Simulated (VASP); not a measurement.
# Cu (Fm-3m) in VASP: further runs

Runs on Cu. Level: PBE. Tasks: single point.

Program: VASP 6.6.1. These are calculated values, not measurements. Logs are shortened: lines on timing, memory, paths and dates and some standing lists are left out, and cuts for length are marked.

**1. The cell of the first run**

Symmetry: Fm-3m, No. 225, cubic system. The conventional cell has a = 3.629 Å, b = 3.629 Å, c = 3.629 Å, α = 90.00°, β = 90.00°, γ = 90.00°. Cu (site symmetry m-3m) has 12 Cu at 2.57 Å within 3.4 Å.

**2. Single point, PBE**

Input file INCAR:

```
SYSTEM = Cu
ALGO = Normal
EDIFF = 1E-7
ENCUT = 520
GGA = PE
ISIF = 2
ISMEAR = 1
LASPH = .TRUE.
LCHARG = .FALSE.
LREAL = .FALSE.
LWAVE = .FALSE.
NBANDS = 12
NELM = 60
PREC = Accurate
SIGMA = 0.2
```

Input file KPOINTS:

```
k-points
0
G
  15 15 15
  0 0 0
```

Input file POSCAR:

```
Cu
1.0
    0.0000000000      1.8145751207      1.8145751207
    1.8145751207      0.0000000000      1.8145751207
    1.8145751207      1.8145751207      0.0000000000
Cu
1
Direct
    0.0000000000      0.0000000000      0.0000000000
```

Potentials or basis: VASP PAW PBE potentials, release 64 (Cu).

Launch:

```bash
$ cat potpaw_PBE.64/Cu/POTCAR > POTCAR
$ mpirun -np 1 vasp_std > vasp.out
```

OUTCAR:

```text
SYSTEM = Cu
   EDIFF = 1E-7
   ENCUT = 520
   GGA = PE
   ISIF = 2
   ISMEAR = 1
   LASPH = .TRUE.
   LREAL = .FALSE.
   NELM = 60
   PREC = Accurate

 ion  position               nearest neighbor table
   1  0.000  0.000  0.000-

  LATTYP: Found a face centered cubic cell.
 ALAT       =     3.6291502414

  Lattice vectors:

 A1 = (   0.0000000000,   1.8145751207,   1.8145751207)
 A2 = (   1.8145751207,   0.0000000000,   1.8145751207)
 A3 = (   1.8145751207,   1.8145751207,   0.0000000000)

Analysis of symmetry for initial positions (statically):
=====================================================================
 Subroutine PRICEL returns:
 Original cell was already a primitive cell.

 Routine SETGRP: Setting up the symmetry group for a
 face centered cubic supercell.

 Subroutine GETGRP returns: Found 48 space group operations
 (whereof 48 operations were pure point group operations)
 out of a pool of 48 trial point group operations.

The static configuration has the point symmetry O_h .

Analysis of symmetry for dynamics (positions and initial velocities):
=====================================================================
 Subroutine PRICEL returns:
 Original cell was already a primitive cell.

 Routine SETGRP: Setting up the symmetry group for a
 face centered cubic supercell.

 Subroutine GETGRP returns: Found 48 space group operations
 (whereof 48 operations were pure point group operations)
 out of a pool of 48 trial point group operations.

The dynamic configuration has the point symmetry O_h .

 Subroutine INISYM returns: Found 48 space group operations
 (whereof 48 operations are pure point group operations),
 and found     1 'primitive' translations

----------------------------------------------------------------------------------------

                                     Primitive cell

  volume of cell :      11.9496

  direct lattice vectors                    reciprocal lattice vectors
     0.000000000  1.814575121  1.814575121    -0.275546597  0.275546597  0.275546597
     1.814575121  0.000000000  1.814575121     0.275546597 -0.275546597  0.275546597
     1.814575121  1.814575121  0.000000000     0.275546597  0.275546597 -0.275546597

  length of vectors
     2.566196746  2.566196746  2.566196746     0.477260706  0.477260706  0.477260706

  position of ions in fractional coordinates (direct lattice)
     0.000000000  0.000000000  0.000000000

  ion indices of the primitive-cell ions
[... 80 lines left out ...]
   ISIF   =      2    stress and relaxation
   ISYM   =      2    0-nonsym 1-usesym 2-fastsym
   POTIM  = 0.5000    time-step for ionic-motion
   TEBEG  =    0.0;   TEEND  =   0.0 temperature during run
   PSTRESS=    0.0 pullay stress
   NELECT =      11.0000    total number of electrons
   NUPDOWN=      -1.0000    fix difference up-down
   EMIN   =  10.00;   EMAX   =-10.00  energy-range for DOS
   EFERMI =   0.00;   METHOD = LEGACY
   ISMEAR =     1;   SIGMA  =   0.20  broadening in eV -4-tet -1-fermi 0-gaus
   EFERMI_NEDOS =   21; number of points for ismear=-14 and -15
   IALGO  =     38    algorithm
   IMIX   =      4    mixing-type and parameters
     AMIX     =   0.40;   BMIX     =  1.00
     AMIX_MAG =   1.60;   BMIX_MAG =  1.00
  volume/ion in A,a.u.               =      11.95        80.64
  Fermi-wavevector in a.u.,A,eV,Ry     =   1.592529  3.009444 34.506411  2.536150
  Thomas-Fermi vector in A             =   2.690900
   LORBIT       =      0    0 simple, 1 ext, 2 COOP (PROOUT), +10 PAW based schemes
   GGA     = PE    functional components
   LHFCALC =     F    Hartree Fock is set to
   AEXX    =    0.0000 exact exchange contribution
   IVDW    =     0    specifies the selected vdW correction
   LEPSILON=     F    determine dielectric tensor
   LRPA    =     F    only Hartree local field effects (RPA)
 non-spin polarized calculation
 Methfessel and Paxton  Order N= 1 SIGMA  =   0.20
  energy-cutoff  :      520.00
  volume of cell :       11.95
 maximum number of plane-waves:       332
   NGX =  9   NGY =  9   NGZ =  9

 number of electron      10.9999998 magnetization

 Free energy of the ion-electron system (eV)
  ---------------------------------------------------
  ext. energy  EPLUGINS =         0.00000000
  ---------------------------------------------------
  free energy    TOTEN  =        -3.72622117 eV

  energy without entropy =       -3.72507020  energy(sigma->0) =       -3.72583751

 E-fermi :   7.5494     XC(G=0): -12.6591

 val. band max:        7.5187860471   @ k =  -0.4000   0.1333   0.0000
 cond. band min:       7.5625553985   @ k =  -0.4667   0.1333   0.0667
 fundamental gap:      0.0437693515
 Fermi energy:         7.5493669209

 k-point     1 :       0.0000    0.0000    0.0000
  band No.  band energies     occupation
      1      -1.8218      2.00000
      2       4.4400      2.00000
      3       4.4400      2.00000
      4       4.4400      2.00000
      5       5.2464      2.00000
      6       5.2464      2.00000
      7      29.9412      0.00000
      8      32.4939      0.00000
      9      32.4939      0.00000
     10      32.4939      0.00000
     11      34.9749      0.00000
     12      34.9749      0.00000
[... 331 lines left out ...]
 k-point    24 :       0.2000    0.1333    0.0000
  band No.  band energies     occupation
      1      -0.4224      2.00000
      2       4.0861      2.00000
      3       4.7053      2.00000
      4       4.7325      2.00000
      5       5.0022      2.00000
      6       5.3831      2.00000
      7      24.9422      0.00000
      8      27.1841      0.00000
      9      28.2668      0.00000
     10      30.3883      0.00000
     11      32.9811      0.00000
     12      38.7660      0.00000

 [... further k-points ...]

------------------------ aborting loop because EDIFF is reached ----------------------------------------

  FORCE on cell =-STRESS in cart. coord.  units (eV):
  Direction    XX          YY          ZZ          XY          YZ          ZX
  --------------------------------------------------------------------------------------
  -------------------------------------------------------------------------------------
  Total        0.0315424      0.0315424      0.0315424      0.0000000      0.0000000      0.0000000
  in kB        4.2291179      4.2291179      4.2291179      0.0000000      0.0000000      0.0000000
  external PRESSURE =       4.2291179 kB  Pullay stress =       0.0000000 kB

 VOLUME and BASIS-vectors are now :
 -----------------------------------------------------------------------------
  energy-cutoff  :      520.00
  volume of cell :       11.95
      direct lattice vectors                 reciprocal lattice vectors
     0.000000000  1.814575121  1.814575121    -0.275546597  0.275546597  0.275546597
     1.814575121  0.000000000  1.814575121     0.275546597 -0.275546597  0.275546597
     1.814575121  1.814575121  0.000000000     0.275546597  0.275546597 -0.275546597

 POSITION                                       TOTAL-FORCE (eV/Angst)
 -----------------------------------------------------------------------------------
      0.00000      0.00000      0.00000         0.000000      0.000000     -0.000000
 -----------------------------------------------------------------------------------
    total drift:                                0.000000      0.000000      0.000000

  FREE ENERGIE OF THE ION-ELECTRON SYSTEM (eV)
  ---------------------------------------------------
  free  energy   TOTEN  =        -3.7262211673 eV

  energy  without entropy=       -3.7250701958  energy(sigma->0) =       -3.72583751
```

Run time: 26 s. Hardware: 1 thread of Intel Xeon 8259CL, shared host; peak memory 0.13 GiB.

What came out:

```
Free energy : -3.7262 eV
Pressure    : 0.4 GPa
```

**3. Single point, PBE**

Input file INCAR:

```
SYSTEM = Cu
PREC = Accurate ; ENCUT = 520
EDIFF = 1E-7 ; ISMEAR = 1
SIGMA = 0.3 ; LREAL = .FALSE.
LASPH = .TRUE. ; NELM = 60
ALGO = Normal ; ISIF = 2
LWAVE = .FALSE. ; LCHARG = .TRUE.
GGA = PE ; LELF = .TRUE.
LVHAR = .TRUE. ; NBANDS = 12
```

Input file KPOINTS:

```
regular mesh
0
G
  15 15 15
  0 0 0
```

POSCAR is that of step 2.

Potentials or basis: VASP PAW PBE potentials, release 64 (Cu).

Launch:

```bash
$ cat potpaw_PBE.64/Cu/POTCAR > POTCAR
$ mpirun -np 1 vasp_std > vasp.out
```

It took 36 s on 1 thread of AMD EPYC 7R13, shared host; peak memory 0.1 GiB.

Results (log left out):

* Free energy: -3.7268 eV
* Pressure: 0.5 GPa

Levels at points of the mesh, in eV from the Fermi level:
```tsv
k point	band 2	band 3	band 4	band 5	band 6	band 7	band 8	band 9	band 10	band 11
(0.00, 0.00, 0.00)	-3.09	-3.09	-3.09	-2.28	-2.28	22.41	24.96	24.96	24.96	27.44
```
